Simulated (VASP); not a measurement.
Input of a VASP 6.6.1 run:

INCAR

```
ALGO = Normal ; EDIFF = 1E-7
ENCUT = 520 ; GGA = PE
ISIF = 2 ; ISMEAR = 0
LASPH = T ; LCHARG = F
LREAL = F ; LWAVE = F
NBANDS = 18 ; NELM = 80
PREC = Accurate ; SIGMA = 0.01
```

File KPOINTS:

```
k-points
0
Gamma
  6 6 2
```

POSCAR

```
LiCl
1.0
    3.8937403922      0.0000000000      0.0000000000
   -1.9468701961      3.3720780954      0.0000000000
    0.0000000000      0.0000000000      6.2258774044
Li Cl
2 2
Direct
    0.6666666667      0.3333333333      0.8780761540
    0.3333333333      0.6666666667      0.3780761540
    0.6666666667      0.3333333333      0.4969248460
    0.3333333333      0.6666666667      0.9969248460
```

Potentials or basis: VASP PAW PBE potentials, release 64 (Li_sv, Cl).

Command:

```console
$ cat potpaw_PBE.64/Li_sv/POTCAR potpaw_PBE.64/Cl/POTCAR > POTCAR
$ mpirun -np 1 vasp_std > vasp.out
```

Question: What does it give for the band gap on the k mesh?

Answer: 6.03 eV.

Caveat: the k points lie up to 0.50 Å⁻¹ apart.
